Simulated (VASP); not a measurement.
# CuO (Cc) in VASP: settings compared

CuO is run at these levels: RPBE, PBEsol, BLYP; tasks: single point.

Everything below comes from runs of VASP 6.6.1. Logs are shortened: lines on timing, memory, paths and dates and some standing lists are left out, and cuts for length are marked.

## 1. The cell of the first run

Symmetry: Cc, No. 9, monoclinic system. Conventional cell: a = 4.689 Å, b = 3.427 Å, c = 5.132 Å, α = 90.00°, β = 99.65°, γ = 90.00°. Cu (site symmetry 1) has 4 O at 1.91 to 2.02 Å within 2.5 Å. Within 2.5 Å of O (site symmetry 1) lie 4 Cu at 1.91 to 2.02 Å.

## 2. Single point, RPBE

INCAR

```
  PREC = Accurate
  ENCUT = 700
  EDIFF = 1E-6
  ISMEAR = -1
  SIGMA = 0.05
  LREAL = F
  LASPH = T
  NELM = 120
  ALGO = Normal
  ISIF = 2
  LWAVE = F
  LCHARG = F
  GGA = RP
  NBANDS = 33
  GGA_COMPAT = F
```

KPOINTS

```
Automatic mesh
0
Gamma
  6 6 3
```

POSCAR

```
CuO
1.0
    2.3446497600     -1.7133998200      0.0000000000
    2.3446497600      1.7133998200      0.0000000000
   -0.8605499100      0.0000000000      5.0594394800
Cu O
2 2
Direct
    0.0032000000      0.4968000000      0.0000000000
    0.4968000000      0.0032000000      0.5000000000
    0.5714000000      0.4056000000      0.2537000000
    0.4056000000      0.5714000000      0.7537000000
```

Potentials or basis: VASP PAW PBE potentials, release 64 (Cu_sv_GW, O).

Run with:

```bash
$ cat potpaw_PBE.64/Cu_sv_GW/POTCAR potpaw_PBE.64/O/POTCAR > POTCAR
$ mpirun -np 1 vasp_std > vasp.out
```

OUTCAR:

```text
PREC = Accurate
   ENCUT = 700
   EDIFF = 1E-6
   ISMEAR = -1
   LREAL = F
   LASPH = T
   NELM = 120
   ISIF = 2
   GGA = RP

 ion  position               nearest neighbor table
   1  0.003  0.497  0.000-   4 1.91   3 1.93   4 1.98   3 2.02
   2  0.497  0.003  0.500-   3 1.91   4 1.93   3 1.98   4 2.02
   3  0.571  0.406  0.254-   2 1.91   1 1.93   2 1.98   1 2.02
   4  0.406  0.571  0.754-   1 1.91   2 1.93   1 1.98   2 2.02

  LATTYP: Found a base centered monoclinic cell.
 ALAT       =     4.6892995200
 B/A-ratio  =     0.7307700490
 C/A-ratio  =     1.0944283419
 COS(beta)  =    -0.1676798045

  Lattice vectors:

 A1 = (   2.3446497600,  -1.7133998200,   0.0000000000)
 A2 = (   2.3446497600,   1.7133998200,   0.0000000000)
 A3 = (  -0.8605499100,   0.0000000000,   5.0594394800)

Analysis of symmetry for initial positions (statically):
=====================================================================
 Subroutine PRICEL returns:
 Original cell was already a primitive cell.

 Routine SETGRP: Setting up the symmetry group for a
 base centered monoclinic supercell.

 Subroutine GETGRP returns: Found  2 space group operations
 (whereof  1 operations were pure point group operations)
 out of a pool of  4 trial point group operations.

The static configuration has the point symmetry C_1 .
 The point group associated with its full space group is C_1h.

Analysis of symmetry for dynamics (positions and initial velocities):
=====================================================================
 Subroutine PRICEL returns:
 Original cell was already a primitive cell.

 Routine SETGRP: Setting up the symmetry group for a
 base centered monoclinic supercell.

 Subroutine GETGRP returns: Found  2 space group operations
 (whereof  1 operations were pure point group operations)
 out of a pool of  4 trial point group operations.

The dynamic configuration has the point symmetry C_1 .
 The point group associated with its full space group is C_1h.

 Subroutine INISYM returns: Found  2 space group operations
 (whereof  1 operations are pure point group operations),
 and found     1 'primitive' translations

----------------------------------------------------------------------------------------

                                     Primitive cell

  volume of cell :      40.6508

  direct lattice vectors                    reciprocal lattice vectors
     2.344649760 -1.713399820  0.000000000     0.213251467 -0.291817470  0.036271514
     2.344649760  1.713399820  0.000000000     0.213251467  0.291817470  0.036271514
    -0.860549910  0.000000000  5.059439480     0.000000000  0.000000000  0.197650353

  length of vectors
     2.903983719  2.903983719  5.132102298     0.363248188  0.363248188  0.197650353

  position of ions in fractional coordinates (direct lattice)
     0.003200000  0.496800000  0.000000000
     0.496800000  0.003200000  0.500000000
     0.571400000  0.405600000  0.253700000
     0.405600000  0.571400000  0.753700000

  ion indices of the primitive-cell ions
   primitive index   ion index
                 1           1
                 2           2
                 3           3
                 4           4

----------------------------------------------------------------------------------------

 KPOINTS: Automatic mesh

Automatic generation of k-mesh.
 Grid dimensions read from file:
 generate k-points for:    6    6    3

 Generating k-lattice:

  Cartesian coordinates                     Fractional coordinates (reciprocal lattice)
     0.035541911 -0.048636245  0.006045252     0.166666667 -0.000000000  0.000000000
     0.035541911  0.048636245  0.006045252    -0.000000000  0.166666667  0.000000000
     0.000000000  0.000000000  0.065883451     0.000000000  0.000000000  0.333333333

  Length of vectors
     0.060541365  0.060541365  0.065883451

  Shift w.r.t. Gamma in fractional coordinates (k-lattice)
     0.000000000  0.000000000  0.000000000

 Subroutine IBZKPT returns following result:
 ===========================================

 Found     34 irreducible k-points:

 Following reciprocal coordinates:
            Coordinates               Weight
  0.000000  0.000000  0.000000      1.000000
  0.166667 -0.000000  0.000000      4.000000
  0.333333 -0.000000  0.000000      4.000000
  0.500000 -0.000000  0.000000      2.000000
  0.166667  0.166667  0.000000      2.000000
  0.333333  0.166667  0.000000      4.000000
[... 16 lines left out ...]
 -0.333333  0.166667  0.333333      4.000000
 -0.166667  0.166667  0.333333      4.000000
 [... further k-points ...]
   k-points           NKPTS =     34   k-points in BZ     NKDIM =     34   number of bands    NBANDS=     33
   number of dos      NEDOS =    301   number of ions     NIONS =      4
   total plane-waves  NPLWV =  37632
   dimension x,y,z NGX =    28 NGY =   28 NGZ =   48
   dimension x,y,z NGXF=    56 NGYF=   56 NGZF=   96
   ions per type =               2   2
   NGX,Y,Z   is equivalent  to a cutoff of  16.03, 16.03, 15.55 a.u.
   NGXF,Y,Z  is equivalent  to a cutoff of  32.06, 32.06, 31.10 a.u.
 SYSTEM =  unknown system
   PREC   = accura    normal or accurate (medium, high low for compatibility)
   ISTART =      0    job   : 0-new  1-cont  2-samecut
   ICHARG =      2    charge: 1-file 2-atom 10-const
   ISPIN  =      1    spin polarized calculation?
   LNONCOLLINEAR =      F non collinear calculations
   LSORBIT =      F    spin-orbit coupling
   LASPH  =      T    aspherical Exc in radial PAW
   ENCUT  =  700.0 eV  51.45 Ry    7.17 a.u.   6.26  6.26 11.07*2*pi/ulx,y,z
   NELM   =    120;   NELMIN=  2; NELMDL= -5     # of ELM steps
   EDIFF  = 0.1E-05   stopping-criterion for ELM
   LREAL  =      F    real-space projection
   EDIFFG = 0.1E-04   stopping-criterion for IOM
   NSW    =      0    number of steps for IOM
   IBRION =     -1    ionic relax: 0-MD 1-quasi-New 2-CG
   NFREE  =      0    steps in history (QN), initial steepest desc. (CG)
   ISIF   =      2    stress and relaxation
   ISYM   =      2    0-nonsym 1-usesym 2-fastsym
   POTIM  = 0.5000    time-step for ionic-motion
   TEBEG  =    0.0;   TEEND  =   0.0 temperature during run
   PSTRESS=    0.0 pullay stress
   NELECT =      50.0000    total number of electrons
   NUPDOWN=      -1.0000    fix difference up-down
   EMIN   =  10.00;   EMAX   =-10.00  energy-range for DOS
   EFERMI =   0.00;   METHOD = LEGACY
   ISMEAR =    -1;   SIGMA  =   0.05  broadening in eV -4-tet -1-fermi 0-gaus
   EFERMI_NEDOS =   21; number of points for ismear=-14 and -15
   IALGO  =     38    algorithm
   IMIX   =      4    mixing-type and parameters
     AMIX     =   0.40;   BMIX     =  1.00
     AMIX_MAG =   1.60;   BMIX_MAG =  1.00
  volume/ion in A,a.u.               =      10.16        68.58
  Fermi-wavevector in a.u.,A,eV,Ry     =   1.754049  3.314673 41.860895  3.076689
  Thomas-Fermi vector in A             =   2.824066
   LORBIT       =      0    0 simple, 1 ext, 2 COOP (PROOUT), +10 PAW based schemes
   GGA     = RP    functional components
   LHFCALC =     F    Hartree Fock is set to
   AEXX    =    0.0000 exact exchange contribution
   IVDW    =     0    specifies the selected vdW correction
   LEPSILON=     F    determine dielectric tensor
   LRPA    =     F    only Hartree local field effects (RPA)
 non-spin polarized calculation
  energy-cutoff  :      700.00
  volume of cell :       40.65
 maximum number of plane-waves:      1720
 NGX is ok and might be reduce to    28
   NGX = 13   NGY = 13   NGZ = 23

 number of electron      49.9999991 magnetization

 Free energy of the ion-electron system (eV)
  ---------------------------------------------------
  ext. energy  EPLUGINS =         0.00000000
  ---------------------------------------------------
  free energy    TOTEN  =       -17.83822600 eV

  energy without entropy =      -17.81588666  energy(sigma->0) =      -17.82705633

 E-fermi :   5.9095     XC(G=0): -12.0268

 val. band max:        5.8694708775   @ k =   0.1667  -0.0000   0.0000
 cond. band min:       5.9232227883   @ k =   0.5000   0.3333   0.3333
 fundamental gap:      0.0537519108
 Fermi energy:         5.9094600072

 k-point     1 :       0.0000    0.0000    0.0000
  band No.  band energies     occupation
      1    -106.8496      2.00000
      2    -106.8490      2.00000
      3     -64.3131      2.00000
      4     -64.3129      2.00000
      5     -64.2867      2.00000
      6     -64.2778      2.00000
[... 25 lines left out ...]
     32      22.2835      0.00000
     33      22.6847      0.00000

 k-point     2 :       0.1667   -0.0000    0.0000
  band No.  band energies     occupation
      1    -106.8493      2.00000
      2    -106.8489      2.00000
      3     -64.3161      2.00000
      4     -64.3130      2.00000
      5     -64.2862      2.00000
      6     -64.2782      2.00000
[... 25 lines left out ...]
     32      21.2813      0.00000
     33      23.0716      0.00000

 k-point     3 :       0.3333   -0.0000    0.0000
  band No.  band energies     occupation
      1    -106.8492      2.00000
      2    -106.8485      2.00000
      3     -64.3227      2.00000
      4     -64.3133      2.00000
      5     -64.2842      2.00000
      6     -64.2799      2.00000
[... 25 lines left out ...]
     32      19.4852      0.00000
     33      21.8334      0.00000

 k-point     4 :       0.5000   -0.0000    0.0000
  band No.  band energies     occupation
      1    -106.8488      2.00000
      2    -106.8487      2.00000
      3     -64.3261      2.00000
      4     -64.3133      2.00000
      5     -64.2828      2.00000
      6     -64.2813      2.00000
[... 25 lines left out ...]
     32      18.5598      0.00000
     33      21.4698      0.00000

 k-point     5 :       0.1667    0.1667    0.0000
  band No.  band energies     occupation
      1    -106.8494      2.00000
      2    -106.8488      2.00000
      3     -64.3166      2.00000
      4     -64.3157      2.00000
      5     -64.2864      2.00000
      6     -64.2784      2.00000
[... 604 lines left out ...]
 k-point    22 :       0.5000    0.1667    0.3333
  band No.  band energies     occupation
      1    -106.8487      2.00000
      2    -106.8486      2.00000
      3     -64.3262      2.00000
      4     -64.3163      2.00000
      5     -64.2827      2.00000
      6     -64.2815      2.00000
[... 25 lines left out ...]
     32      19.5574      0.00000
     33      20.5849      0.00000

 k-point    23 :      -0.3333    0.1667    0.3333
  band No.  band energies     occupation
      1    -106.8489      2.00000
      2    -106.8486      2.00000
      3     -64.3229      2.00000
      4     -64.3164      2.00000
      5     -64.2828      2.00000
      6     -64.2815      2.00000
[... 25 lines left out ...]
     32      19.6684      0.00000
     33      20.6120      0.00000

 k-point    24 :      -0.1667    0.1667    0.3333
  band No.  band energies     occupation
      1    -106.8491      2.00000
      2    -106.8490      2.00000
      3     -64.3168      2.00000
      4     -64.3161      2.00000
      5     -64.2837      2.00000
      6     -64.2809      2.00000
[... 25 lines left out ...]
     32      19.8279      0.00000
     33      20.8216      0.00000

 [... further k-points ...]
[... 5 lines left out ...]
  --------------------------------------------------------------------------------------
  -------------------------------------------------------------------------------------
  Total        2.0712096      2.1360919      2.1479553      0.0000000      0.0000000     -0.5425140
  in kB       81.6329582     84.1901774     84.6577518      0.0000000      0.0000000    -21.3822017
  external PRESSURE =      83.4936291 kB  Pullay stress =       0.0000000 kB

 VOLUME and BASIS-vectors are now :
 -----------------------------------------------------------------------------
  energy-cutoff  :      700.00
  volume of cell :       40.65
      direct lattice vectors                 reciprocal lattice vectors
     2.344649760 -1.713399820  0.000000000     0.213251467 -0.291817470  0.036271514
     2.344649760  1.713399820  0.000000000     0.213251467  0.291817470  0.036271514
    -0.860549910  0.000000000  5.059439480     0.000000000  0.000000000  0.197650353

 POSITION                                       TOTAL-FORCE (eV/Angst)
 -----------------------------------------------------------------------------------
      1.17232      0.84573      0.00000        -0.626974      0.371029      0.255164
      0.74205     -0.84573      2.52972        -0.626974     -0.371029      0.255164
      2.07240     -0.28408      1.28358         0.626974      0.230300     -0.255164
      1.64213      0.28408      3.81330         0.626974     -0.230300     -0.255164
 -----------------------------------------------------------------------------------
    total drift:                                0.000658      0.000000     -0.000711

  FREE ENERGIE OF THE ION-ELECTRON SYSTEM (eV)
  ---------------------------------------------------
  free  energy   TOTEN  =       -17.8382260002 eV

  energy  without entropy=      -17.8158866588  energy(sigma->0) =      -17.82705633
```

Wall time 51 s (1 thread of Intel Xeon 6975P-C (Granite Rapids), shared host); peak memory 0.24 GiB.

What came out:

* Free energy: -17.8382 eV
* Pressure: 8.3 GPa
* Largest force: 0.772 eV/Å
* Band gap on the k mesh: zero (band 25 reaches 6.09 eV, above the bottom of band 26 at 5.64 eV)

Forces in eV/Å, atoms in the order of the input:
```
Cu  -0.627  0.371  0.255
Cu  -0.627 -0.371  0.255
O    0.627  0.230 -0.255
O    0.627 -0.230 -0.255
```

Levels at points of the mesh, in eV from the Fermi level:
```
           k point  band 23  band 24  band 25  band 26  band 27  band 28
(0.00, 0.00, 0.00)    -2.16    -1.68     0.18     0.89     1.68     6.03
(0.50, 0.00, 0.00)    -1.53    -1.43    -0.05     0.27     4.89     6.30
(0.50, 0.50, 0.00)    -1.68    -1.25    -0.69     1.04     3.36     7.05
```

Caveat: the k points lie up to 0.41 Å⁻¹ apart; the PAW data sets were made with another functional, which shifts forces and pressure a little; semilocal functionals often make such compounds metallic where correlation or magnetic order opens a gap, which also shifts bond lengths.

[end of part 1 of 3]
